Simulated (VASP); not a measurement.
Wanted: the native input for a VASP 6.6.1 run.

```yaml
Task: single point
Functional: r2SCAN
Potentials_or_basis: VASP PAW PBE potentials, release 64 (Sn_d, Te)
Cutoff: 520 eV
k_mesh: 6 × 6 × 6
Occupations: gaussian, width 0.05 eV
Spin: no spin polarisation
Dipole_correction: no
Further_INCAR_settings: ALGO = Normal; EDIFF = 1e-06; NBANDS = 17
```

SnTe:

```
Sn Te
1.0
     0.00000    3.21147    3.21147
     3.21147    0.00000    3.21147
     3.21147    3.21147    0.00000
Sn Te
1 1
Direct
  0.50000 0.50000 0.50000
  0.00000 0.00000 0.00000
```

This cell differs from its parent crystal: volume scaled by 1.02.

These files were run (other wordings do the same):

POSCAR

```
SnTe
1.0
    0.0000000000      3.2114729780      3.2114729780
    3.2114729780      0.0000000000      3.2114729780
    3.2114729780      3.2114729780      0.0000000000
Sn Te
1 1
Direct
    0.5000000000      0.5000000000      0.5000000000
    0.0000000000      0.0000000000      0.0000000000
```

INCAR.step1

```
ALGO = Normal
EDIFF = 1E-4
ENCUT = 520
GGA = PE
ISMEAR = 0
LASPH = True
LCHARG = False
LREAL = False
LWAVE = True
NBANDS = 17
NELM = 60
PREC = Accurate
SIGMA = 0.05
```

INCAR.step2

```
ALGO = Normal
EDIFF = 1E-6
ENCUT = 520
ISIF = 2
ISMEAR = 0
ISTART = 1
LASPH = True
LCHARG = False
LMIXTAU = True
LREAL = False
LWAVE = False
METAGGA = R2SCAN
NBANDS = 17
NELM = 60
PREC = Accurate
SIGMA = 0.05
```

KPOINTS

```
k-points
0
Gamma
  6 6 6
```

Potentials or basis: VASP PAW PBE potentials, release 64 (Sn_d, Te).

The run is started by

```sh
$ cat potpaw_PBE.64/Sn_d/POTCAR potpaw_PBE.64/Te/POTCAR > POTCAR
$ cp INCAR.step1 INCAR
$ mpirun -np 1 vasp_std > vasp.out
$ cp INCAR.step2 INCAR
$ mpirun -np 1 vasp_std > vasp.out
```

Results of the run:

- Pressure: -0.9 GPa
- Band gap on the k mesh: 0.20 eV, direct

Caveat: the PAW data sets were made with another functional, which shifts forces and pressure a little; spin-orbit coupling is left out, which moves the levels of the heavy elements.

Wall time 75 s on 1 thread of AMD EPYC 9R45 (Zen 5), with other jobs on the host, peak memory 0.18 GiB.
